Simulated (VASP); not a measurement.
# TiAl (P-6m2) in VASP: further runs

Runs on TiAl. Level: PBEsol. Tasks: single point.

Program: VASP 6.6.1. These are calculated values, not measurements. Logs are shortened: lines on timing, memory, paths and dates and some standing lists are left out, and cuts for length are marked.

### Step 1. The cell of the first run

The structure is hexagonal, space group P-6m2 (No. 187). The conventional cell has a = 2.791 Å, b = 2.791 Å, c = 4.250 Å, α = 90.00°, β = 90.00°, γ = 120.00°. Within 3.5 Å of Ti (site symmetry -6m2) lie 6 Al at 2.67 Å and 6 Ti at 2.79 Å. Al (site symmetry -6m2) has 6 Ti at 2.67 Å and 6 Al at 2.79 Å within 3.5 Å.

### Step 2. Single point, PBEsol

INCAR reads:

```
SYSTEM = TiAl
PREC = Accurate
ENCUT = 520
EDIFF = 1E-6
ISMEAR = 0
SIGMA = 0.15
LREAL = .False.
LASPH = .True.
NELM = 80
ALGO = Normal
ISIF = 2
LWAVE = .False.
LCHARG = .False.
GGA = PS
NBANDS = 14
```

KPOINTS reads:

```
Automatic mesh
0
Gamma
  18 18 10
  0 0 0
```

POSCAR reads:

```
TiAl
1.0
    2.7906000000      0.0000000000      0.0000000000
   -1.3953000000      2.4167304918      0.0000000000
    0.0000000000      0.0000000000      4.2497000000
Ti Al
1 1
Direct
    0.0000000000      0.0000000000      0.0000000000
    0.3333333333      0.6666666667      0.5000000000
```

Potentials or basis: VASP PAW PBE potentials, release 64 (Ti_sv, Al).

Command:

```sh
$ cat potpaw_PBE.64/Ti_sv/POTCAR potpaw_PBE.64/Al/POTCAR > POTCAR
$ mpirun -np 1 vasp_std > vasp.out
```

OUTCAR:

```text
SYSTEM = TiAl
   PREC = Accurate
   ENCUT = 520
   EDIFF = 1E-6
   ISMEAR = 0
   LREAL = .False.
   LASPH = .True.
   NELM = 80
   ISIF = 2
   GGA = PS

 ion  position               nearest neighbor table
   1  0.000  0.000  0.000-   2 2.67   2 2.67   2 2.67   2 2.67   2 2.67   2 2.67
   2  0.333  0.667  0.500-   1 2.67   1 2.67   1 2.67   1 2.67   1 2.67   1 2.67

  LATTYP: Found a hexagonal cell.
 ALAT       =     2.7906000000
 C/A-ratio  =     1.5228624669

  Lattice vectors:

 A1 = (   2.7906000000,   0.0000000000,   0.0000000000)
 A2 = (  -1.3953000000,   2.4167304918,   0.0000000000)
 A3 = (   0.0000000000,   0.0000000000,   4.2497000000)

Analysis of symmetry for initial positions (statically):
=====================================================================
 Subroutine PRICEL returns:
 Original cell was already a primitive cell.

 Routine SETGRP: Setting up the symmetry group for a
 hexagonal supercell.

 Subroutine GETGRP returns: Found 12 space group operations
 (whereof 12 operations were pure point group operations)
 out of a pool of 24 trial point group operations.

The static configuration has the point symmetry D_3h.

Analysis of symmetry for dynamics (positions and initial velocities):
=====================================================================
 Subroutine PRICEL returns:
 Original cell was already a primitive cell.

 Routine SETGRP: Setting up the symmetry group for a
 hexagonal supercell.

 Subroutine GETGRP returns: Found 12 space group operations
 (whereof 12 operations were pure point group operations)
 out of a pool of 24 trial point group operations.

The dynamic configuration has the point symmetry D_3h.

 Subroutine INISYM returns: Found 12 space group operations
 (whereof 12 operations are pure point group operations),
 and found     1 'primitive' translations

----------------------------------------------------------------------------------------

                                     Primitive cell

  volume of cell :      28.6605

  direct lattice vectors                    reciprocal lattice vectors
     2.790600000  0.000000000  0.000000000     0.358345875  0.206891088  0.000000000
    -1.395300000  2.416730492  0.000000000     0.000000000  0.413782175  0.000000000
     0.000000000  0.000000000  4.249700000     0.000000000  0.000000000  0.235310728

  length of vectors
     2.790600000  2.790600000  4.249700000     0.413782175  0.413782175  0.235310728
[... 85 lines left out ...]
   IBRION =     -1    ionic relax: 0-MD 1-quasi-New 2-CG
   NFREE  =      0    steps in history (QN), initial steepest desc. (CG)
   ISIF   =      2    stress and relaxation
   ISYM   =      2    0-nonsym 1-usesym 2-fastsym
   POTIM  = 0.5000    time-step for ionic-motion
   TEBEG  =    0.0;   TEEND  =   0.0 temperature during run
   PSTRESS=    0.0 pullay stress
   NELECT =      15.0000    total number of electrons
   NUPDOWN=      -1.0000    fix difference up-down
   EMIN   =  10.00;   EMAX   =-10.00  energy-range for DOS
   EFERMI =   0.00;   METHOD = LEGACY
   ISMEAR =     0;   SIGMA  =   0.15  broadening in eV -4-tet -1-fermi 0-gaus
   EFERMI_NEDOS =   21; number of points for ismear=-14 and -15
   IALGO  =     38    algorithm
   IMIX   =      4    mixing-type and parameters
     AMIX     =   0.40;   BMIX     =  1.00
     AMIX_MAG =   1.60;   BMIX_MAG =  1.00
  volume/ion in A,a.u.               =      14.33        96.71
  Fermi-wavevector in a.u.,A,eV,Ry     =   1.319301  2.493117 23.681690  1.740555
  Thomas-Fermi vector in A             =   2.449209
   LORBIT       =      0    0 simple, 1 ext, 2 COOP (PROOUT), +10 PAW based schemes
   GGA     = PS    functional components
   LHFCALC =     F    Hartree Fock is set to
   AEXX    =    0.0000 exact exchange contribution
   IVDW    =     0    specifies the selected vdW correction
   LEPSILON=     F    determine dielectric tensor
   LRPA    =     F    only Hartree local field effects (RPA)
 non-spin polarized calculation
 Gauss-broadening in eV      SIGMA  =   0.15
  energy-cutoff  :      520.00
  volume of cell :       28.66
 maximum number of plane-waves:       787
 NGX is ok and might be reduce to    24
   NGX = 11   NGY = 11   NGZ = 15

 number of electron      14.9999995 magnetization

 Free energy of the ion-electron system (eV)
  ---------------------------------------------------
  ext. energy  EPLUGINS =         0.00000000
  ---------------------------------------------------
  free energy    TOTEN  =       -12.68736791 eV

  energy without entropy =      -12.65848115  energy(sigma->0) =      -12.67292453

 E-fermi :   9.3287     XC(G=0): -11.6917

 val. band max:        9.3257336214   @ k =   0.2778  -0.0000   0.5000
 cond. band min:       9.3346373169   @ k =   0.2222   0.1111   0.2000
 fundamental gap:      0.0089036955
 Fermi energy:         9.3287269601

 k-point     1 :       0.0000    0.0000    0.0000
  band No.  band energies     occupation
      1     -46.6278      2.00000
      2     -23.1018      2.00000
      3     -22.5513      2.00000
      4     -22.5513      2.00000
      5      -0.1608      2.00000
      6       7.0797      2.00000
      7       8.1585      2.00000
      8      10.7260      0.00000
      9      10.7260      0.00000
     10      12.3803      0.00000
     11      12.3803      0.00000
     12      14.9686      0.00000
     13      22.6268      0.00000
     14      22.6268      0.00000
[... 377 lines left out ...]
      1     -46.4919      2.00000
      2     -23.2726      2.00000
      3     -22.9678      2.00000
      4     -22.7783      2.00000
      5       4.7317      2.00000
      6       7.1303      2.00000
      7       7.6998      2.00000
      8       8.3924      2.00000
      9      10.9851      0.00000
     10      13.0015      0.00000
     11      14.2892      0.00000
     12      14.9419      0.00000
     13      15.5788      0.00000
     14      17.0837      0.00000

 [... further k-points ...]
[... 5 lines left out ...]
  --------------------------------------------------------------------------------------
  -------------------------------------------------------------------------------------
  Total        2.5953936      2.5953936      5.2117126      0.0000000      0.0000000     -0.0000000
  in kB      145.0874098    145.0874098    291.3445917      0.0000000      0.0000000     -0.0000000
  external PRESSURE =     193.8398037 kB  Pullay stress =       0.0000000 kB

 VOLUME and BASIS-vectors are now :
 -----------------------------------------------------------------------------
  energy-cutoff  :      520.00
  volume of cell :       28.66
      direct lattice vectors                 reciprocal lattice vectors
     2.790600000  0.000000000  0.000000000     0.358345875  0.206891088  0.000000000
    -1.395300000  2.416730492  0.000000000     0.000000000  0.413782175  0.000000000
     0.000000000  0.000000000  4.249700000     0.000000000  0.000000000  0.235310728

 POSITION                                       TOTAL-FORCE (eV/Angst)
 -----------------------------------------------------------------------------------
      0.00000      0.00000      0.00000         0.000000      0.000000      0.000000
     -0.00000      1.61115      2.12485         0.000000     -0.000000      0.000000
 -----------------------------------------------------------------------------------
    total drift:                                0.000000     -0.000000      0.000000

  FREE ENERGIE OF THE ION-ELECTRON SYSTEM (eV)
  ---------------------------------------------------
  free  energy   TOTEN  =       -12.6873679127 eV

  energy  without entropy=      -12.6584811497  energy(sigma->0) =      -12.67292453
```

Wall time 53 s (1 thread of Intel Xeon Platinum 8488C (Sapphire Rapids), shared host); peak memory 0.22 GiB.

What came out:

- Free energy: -12.6874 eV
- Pressure: 19.4 GPa

Levels at points of the mesh, in eV from the Fermi level:
```
           k point  band 4  band 5  band 6  band 7  band 8  band 9  band 10  band 11  band 12  band 13
(0.00, 0.00, 0.00)  -31.88   -9.49   -2.25   -1.17    1.40    1.40     3.05     3.05     5.64    13.30
(0.50, 0.00, 0.00)  -32.05   -4.18   -2.96   -1.79   -1.14    2.23     4.50     5.02     5.06     6.61
(0.00, 0.00, 0.50)  -31.88   -8.20   -5.44   -0.13    1.42    1.42     2.89     2.89     8.48    13.79
(0.50, 0.00, 0.50)  -32.05   -4.17   -2.38   -2.07    0.74    1.21     1.89     4.11     4.50     7.55
```

Caveat: the PAW data sets were made with another functional, which shifts forces and pressure a little.

### Step 3. Single point, PBEsol

This run uses another cell than the first one, of 14.43 Å³/atom, 1.007 times its volume.

INCAR reads:

```
SYSTEM = TiAl
ALGO = Fast
EDIFF = 1E-6
ENCUT = 520
GGA = PS
ISIF = 2
ISMEAR = 0
LASPH = .TRUE.
LCHARG = .FALSE.
LREAL = .FALSE.
LWAVE = .FALSE.
NBANDS = 14
NELM = 80
PREC = Accurate
SIGMA = 0.15
```

KPOINTS reads:

```
k-points
0
G
  18 18 10
  0 0 0
```

POSCAR reads:

```
TiAl
1.0
    2.8001000000      0.0000000000      0.0000000000
   -1.4000500000      2.4249577331      0.0000000000
    0.0000000000      0.0000000000      4.2497000000
Ti Al
1 1
Direct
    0.0000000000      0.0000000000      0.0000000000
    0.3333333333      0.6666666667      0.5000000000
```

Potentials or basis: VASP PAW PBE potentials, release 64 (Ti_sv, Al).

Command:

```sh
$ cat potpaw_PBE.64/Ti_sv/POTCAR potpaw_PBE.64/Al/POTCAR > POTCAR
$ mpirun -np 1 vasp_std > vasp.out
```

Wall time 2.2 min (1 thread of Intel Xeon Platinum 8488C (Sapphire Rapids), shared host); peak memory 0.22 GiB.

Results (log left out):

```yaml
Free_energy: -12.7044 eV
Pressure: 18.2 GPa
```

Stress tensor (GPa, compression positive):
```
13.32  0.00  0.00
 0.00 13.32  0.00
 0.00  0.00 28.03
```

Levels at points of the mesh, in eV from the Fermi level:
| k point | band 5 | band 6 | band 7 | band 8 | band 9 | band 10 | band 11 | band 12 |
| --- | --- | --- | --- | --- | --- | --- | --- | --- |
| (0.00, 0.00, 0.00) | -9.45 | -2.23 | -1.14 | 1.39 | 1.39 | 3.02 | 3.02 | 5.64 |
| (0.50, 0.00, 0.00) | -4.16 | -2.97 | -1.76 | -1.12 | 2.21 | 4.45 | 5.02 | 5.04 |
| (0.00, 0.00, 0.50) | -8.16 | -5.42 | -0.11 | 1.41 | 1.41 | 2.85 | 2.85 | 8.51 |
| (0.50, 0.00, 0.50) | -4.15 | -2.37 | -2.05 | 0.72 | 1.22 | 1.86 | 4.11 | 4.45 |

Caveat: the PAW data sets were made with another functional, which shifts forces and pressure a little.
